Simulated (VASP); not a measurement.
Set up this calculation in VASP 6.6.1, as the native input.

```yaml
Task: single point
Functional: PBEsol
Potentials_or_basis: VASP PAW PBE potentials, release 64 (S, Mo_sv)
Cutoff: 520 eV
k_mesh: 9 × 4 × 1
Occupations: gaussian, width 0.05 eV
Spin: no spin polarisation
Dipole_correction: yes
Further_INCAR_settings: LREAL = Auto; ALGO = Normal; EDIFF = 1e-07; NBANDS = 78; ISYM = 0
```

The structure of MoS2 lies in POSCAR:

```
MoS2
1.0
    3.1431208272      0.0000000000      0.0000000000
   -1.5715604136      6.3484651448      0.0000000000
    0.0000000000      0.0000000000     28.0249969866
S Mo
10 5
Direct
    0.8989910970      0.7979821940      0.2676182268
    0.6725497357      0.3450994715      0.3478568093
    0.4296315151      0.8592630302      0.3637494678
    0.2031901538      0.4063803076      0.4439880503
    0.9602719332      0.9205438663      0.4598807088
    0.7338305719      0.4676611438      0.5401192912
    0.4909123512      0.9818247025      0.5560119497
    0.2644709900      0.5289419800      0.6362505322
    0.0215527693      0.0431055387      0.6521431907
    0.7951114081      0.5902228161      0.7323817732
    0.5306428728      0.0612857456      0.2917170059
    0.0612832909      0.1225665818      0.3878482468
    0.5919237090      0.1838474179      0.4839794878
    0.1225641270      0.2451282541      0.5801107288
    0.6532045451      0.3064090902      0.6762419697
```

These files were run (other wordings do the same):

INCAR

```
PREC     = Accurate       # precision mode
ENCUT    = 520            # plane-wave cutoff, eV
EDIFF    = 1E-7           # SCF threshold, eV
ISMEAR   = 0              # smearing method
SIGMA    = 0.05           # smearing width, eV
LREAL    = Auto         
LASPH    = T              # aspherical terms in the spheres
NELM     = 60             # most SCF steps
ALGO     = Normal         # electronic algorithm
ISIF     = 2              # what is computed and relaxed
LWAVE    = F              # write WAVECAR
LCHARG   = F              # write CHGCAR
LDIPOL   = T            
IDIPOL   = 3            
DIPOL    = 0.5 0.5 0.495
GGA      = PS             # functional
ISYM     = 0            
NBANDS   = 78             # bands
```

KPOINTS

```
Automatic mesh
0
Gamma
  9 4 1
```

Potentials or basis: VASP PAW PBE potentials, release 64 (S, Mo_sv).

The run is started by

```console
$ cat potpaw_PBE.64/S/POTCAR potpaw_PBE.64/Mo_sv/POTCAR > POTCAR
$ mpirun -np 1 vasp_std > vasp.out
```

It gave:

* Largest force: 3.402 eV/Å
* Band gap on the k mesh: zero (bands 65 and 66 overlap by 0.46 eV)

Caveat: the PAW data sets were made with another functional, which shifts forces and pressure a little.

Wall time 31 min on 1 thread of Intel(R) Xeon(R) 6975P-C (Granite Rapids), on a shared host, peak memory 0.84 GiB.
